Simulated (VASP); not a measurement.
# Si4N in VASP: notebook, part 2 of 2

VASP 6.6.1.

**3. Single point, PBE+D3(BJ)**

The input, INCAR:

```
SYSTEM = Si4N
PREC = Accurate
ENCUT = 520
EDIFF = 1E-7
ISMEAR = 0
SIGMA = 0.05
LREAL = .FALSE.
LASPH = .TRUE.
NELM = 80
ALGO = Normal
ISIF = 2
LWAVE = .FALSE.
LCHARG = .FALSE.
LDIPOL = .TRUE.
IDIPOL = 3
DIPOL = 0.5 0.5 0.375
GGA = PE
IVDW = 12
NBANDS = 32
```

The input, KPOINTS:

```
Automatic mesh
0
G
  9 9 1
  0 0 0
```

The input, POSCAR:

```
Si4N
1.0
    3.8155170209      0.0000000000      0.0000000000
   -1.9077585104      3.3043346686      0.0000000000
    0.0000000000      0.0000000000     28.9874813843
Si N
8 2
Direct
    0.6666666667      0.3333333333      0.1379906018
    0.3333333333      0.6666666667      0.1654736894
    0.3333333333      0.6666666667      0.2468813277
    0.6666666667      0.3333333333      0.2743644153
    0.6666666667      0.3333333333      0.3556303104
    0.3333333333      0.6666666667      0.3827070033
    0.3333333333      0.6666666667      0.4657581680
    0.6666666667      0.3333333333      0.4894347735
    0.6666666667      0.5000000000      0.5963774898
    0.6666666667      0.5000000000      0.6343249053
```

Potentials or basis: VASP PAW PBE potentials, release 64 (Si, N).

On the command line:

```sh
$ cat potpaw_PBE.64/Si/POTCAR potpaw_PBE.64/N/POTCAR > POTCAR
$ mpirun -np 1 vasp_std > vasp.out
```

OUTCAR:

```text
SYSTEM = Si4N
   PREC = Accurate
   ENCUT = 520
   EDIFF = 1E-7
   ISMEAR = 0
   LREAL = .FALSE.
   LASPH = .TRUE.
   NELM = 80
   ISIF = 2
   GGA = PE
   IVDW = 12
 IVDW          = 12

 ion  position               nearest neighbor table
   1  0.667  0.333  0.138-   2 2.34   2 2.34   2 2.34
   2  0.333  0.667  0.165-   1 2.34   1 2.34   1 2.34   3 2.36
   3  0.333  0.667  0.247-   4 2.34   4 2.34   4 2.34   2 2.36
   4  0.667  0.333  0.274-   3 2.34   3 2.34   3 2.34   5 2.36
   5  0.667  0.333  0.356-   6 2.34   6 2.34   6 2.34   4 2.36
   6  0.333  0.667  0.383-   5 2.34   5 2.34   5 2.34   7 2.41
   7  0.333  0.667  0.466-   8 2.31   8 2.31   8 2.31   6 2.41
   8  0.667  0.333  0.489-   7 2.31   7 2.31   7 2.31
   9  0.667  0.500  0.596-  10 1.10
  10  0.667  0.500  0.634-   9 1.10

  LATTYP: Found a hexagonal cell.
 ALAT       =     3.8155170209
 C/A-ratio  =     7.5972617146

  Lattice vectors:

 A1 = (   3.8155170209,   0.0000000000,   0.0000000000)
 A2 = (  -1.9077585104,   3.3043346686,   0.0000000000)
 A3 = (   0.0000000000,   0.0000000000,  28.9874813843)

Analysis of symmetry for initial positions (statically):
=====================================================================
 Subroutine PRICEL returns:
 Original cell was already a primitive cell.

 Routine SETGRP: Setting up the symmetry group for a
 hexagonal supercell.

 Subroutine GETGRP returns: Found  1 space group operations
 (whereof  1 operations were pure point group operations)
 out of a pool of 24 trial point group operations.

The static configuration has the point symmetry C_1 .

Analysis of symmetry for dynamics (positions and initial velocities):
=====================================================================
 Subroutine PRICEL returns:
 Original cell was already a primitive cell.

 Routine SETGRP: Setting up the symmetry group for a
 hexagonal supercell.

[... 153 lines left out ...]
  energy-cutoff  :      520.00
  volume of cell :      365.47
 maximum number of plane-waves:      9885
   NGX = 15   NGY = 15   NGZ =107

 dipolmoment           0.000000      0.000000      0.013370 electrons x Angstroem

 number of electron      41.9999996 magnetization

 dipolmoment           0.000000      0.000000     -0.032604 electrons x Angstroem

 Free energy of the ion-electron system (eV)
  ---------------------------------------------------
  ext. energy  EPLUGINS =         0.00000000
  ---------------------------------------------------
  free energy    TOTEN  =       -57.24667909 eV

  energy without entropy =      -57.23963891  energy(sigma->0) =      -57.24315900

 E-fermi :   0.4820     XC(G=0):  -5.3859

 val. band max:        0.4644242401   @ k =   0.1111   0.0000   0.0000
 cond. band min:       0.5025368647   @ k =  -0.3333  -0.4444   0.0000
 fundamental gap:      0.0381126246
 Fermi energy:         0.4819987282

 k-point     1 :       0.0000    0.0000    0.0000
  band No.  band energies     occupation
      1     -24.0165      2.00000
      2     -11.4362      2.00000
      3     -10.9094      2.00000
      4     -10.1927      2.00000
      5      -9.5053      2.00000
      6      -9.1679      2.00000
[... 829 lines left out ...]
     31       3.9623      0.00000
     32       4.9875      0.00000

 [... further k-points ...]

------------------------ aborting loop because EDIFF is reached ----------------------------------------

 vacuum level on the upper side and lower side of the slab       (xc-potential included)        -0.343         0.128

 Edisp (eV)   -2.42922

 E8    (eV) :    -1.0068

  FORCE on cell =-STRESS in cart. coord.  units (eV):
  Direction    XX          YY          ZZ          XY          YZ          ZX
  --------------------------------------------------------------------------------------
  -------------------------------------------------------------------------------------
  Total       0.37617     0.45731     2.52348    -0.02363     0.17629    -0.11640
  in kB       1.64912     2.00480    11.06273    -0.10360     0.77286    -0.51029
  external pressure =        4.91 kB  Pullay stress =        0.00 kB

 VOLUME and BASIS-vectors are now :
 -----------------------------------------------------------------------------
  energy-cutoff  :      520.00
  volume of cell :      365.47
      direct lattice vectors                 reciprocal lattice vectors
     3.815517021  0.000000000  0.000000000     0.262087679  0.151316392  0.000000000
    -1.907758510  3.304334669  0.000000000     0.000000000  0.302632784  0.000000000
     0.000000000  0.000000000 28.987481384     0.000000000  0.000000000  0.034497650

 POSITION                                       TOTAL-FORCE (eV/Angst)
 -----------------------------------------------------------------------------------
      1.90776      1.10144      4.00000        -0.002648      0.004926      0.478112
     -0.00000      2.20289      4.79667         0.002591     -0.002695     -0.637536
     -0.00000      2.20289      7.15647        -0.001602     -0.001486      0.224542
      1.90776      1.10144      7.95313         0.001787     -0.000216     -0.042878
      1.90776      1.10144     10.30883         0.001929     -0.003190      0.010445
     -0.00000      2.20289     11.09371         0.004410      0.001867      0.034036
     -0.00000      2.20289     13.50116        -0.000375      0.004266     -0.036054
      1.90776      1.10144     14.18748         0.038236     -0.085966     -0.184924
      1.58980      1.65217     17.28748        -0.080155      0.146292     -2.101888
      1.58980      1.65217     18.38748         0.035827     -0.063799      2.256145
 -----------------------------------------------------------------------------------
    total drift:                                0.000017      0.000014      0.000595

  FREE ENERGIE OF THE ION-ELECTRON SYSTEM (eV)
  ---------------------------------------------------
  free  energy   TOTEN  =       -59.6758993828 eV

  energy  without entropy=      -59.6688592043  energy(sigma->0) =      -59.67237929

 vacuum level on the upper side and lower side of the slab         4.741         5.218
```

Wall time 11 min (1 thread of Intel Xeon 6975P-C (Granite Rapids), shared host); peak memory 0.63 GiB.

What came out:

* Free energy: -59.6759 eV
* Largest force: 2.257 eV/Å
* Band gap on the k mesh: zero (bands 21 and 22 overlap by 0.35 eV)
* Dispersion energy per atom: -0.243 eV

Forces in eV/Å, atoms in the order of the input:
```
Si  -0.003  0.005  0.478
Si   0.003 -0.003 -0.638
Si  -0.002 -0.001  0.225
Si   0.002  0.000 -0.043
Si   0.002 -0.003  0.010
Si   0.004  0.002  0.034
Si   0.000  0.004 -0.036
Si   0.038 -0.086 -0.185
N   -0.080  0.146 -2.102
N    0.036 -0.064  2.256
```

Levels at points of the mesh, in eV from the Fermi level:
```tsv
k point	band 18	band 19	band 20	band 21	band 22	band 23	band 24	band 25
(0.00, 0.00, 0.00)	-0.36	-0.22	0.10	0.10	0.77	1.45	1.97	2.35
```

Caveat: the standard files for N, O and F lose accuracy on very short bonds.

**4. Single point, PBE+D3(BJ)**

The input, INCAR:

```
  PREC = Accurate
  ENCUT = 520
  EDIFF = 1E-6
  ISMEAR = 0
  SIGMA = 0.05
  LREAL = False
  LASPH = True
  NELM = 60
  ALGO = Normal
  ISIF = 2
  LWAVE = False
  LCHARG = True
  LDIPOL = True
  IDIPOL = 3
  DIPOL = 0.5 0.5 0.375
  GGA = PE
  IVDW = 12
  LELF = True
  LVHAR = True
  LVACPOTAV = True
  NBANDS = 32
```

The input, KPOINTS:

```
Automatic mesh
0
Gamma
  9 9 1
```

POSCAR, as its differences from that of step 3:

```diff
@@ -16,3 +16,3 @@
     0.6666666667      0.3333333333      0.4894347735
-    0.6666666667      0.5000000000      0.5963774898
-    0.6666666667      0.5000000000      0.6343249053
+    0.8333333333      1.0000000000      0.5963774898
+    0.8333333333      1.0000000000      0.6343249053
```

On the command line:

```sh
$ cat potpaw_PBE.64/Si/POTCAR potpaw_PBE.64/N/POTCAR > POTCAR
$ mpirun -np 1 vasp_std > vasp.out
```

Run time: 8.9 min. Hardware: 1 thread of Intel Xeon 6975P-C (Granite Rapids), shared host; peak memory 0.62 GiB.

Results (log left out):

```
Free energy                : -59.7545 eV
Largest force              : 2.300 eV/Å
Band gap on the k mesh     : zero (bands 21 and 22 overlap by 0.35 eV)
Dispersion energy per atom : -0.243 eV
```

Forces on the atoms (eV/Å):
```
Si   0.004  0.001  0.492
Si  -0.001  0.000 -0.648
Si  -0.005 -0.002  0.222
Si   0.003  0.001 -0.027
Si   0.000  0.001 -0.010
Si   0.008  0.001  0.050
Si   0.003  0.000 -0.008
Si  -0.041  0.014 -0.024
N    0.047 -0.029 -2.299
N   -0.019  0.012  2.253
```

Levels at points of the mesh, in eV from the Fermi level:
```
           k point  band 18  band 19  band 20  band 21  band 22  band 23  band 24  band 25
(0.00, 0.00, 0.00)    -0.32    -0.20     0.11     0.11     0.80     1.47     2.01     2.48
```

Caveat: the standard files for N, O and F lose accuracy on very short bonds.

**5. Overview**

| cell | gap on the mesh (eV) | largest force (eV/Å) |
| --- | --- | --- |
| as given, atomic positions A | none | 2.27 |
| as given, atomic positions B | none | 2.26 |
| as given, atomic positions C | none | 2.30 |

Alike in all rows: task single point; level PBE+D3(BJ); potentials or basis VASP PAW PBE potentials, release 64 (Si, N); no spin polarisation; k mesh 9 × 9 × 1; cutoff (eV) 520; smearing gaussian 0.05 eV.

Caveats: the standard files for N, O and F lose accuracy on very short bonds.

Total energies depend on the potentials used, so only differences within one code and one set of settings carry meaning.
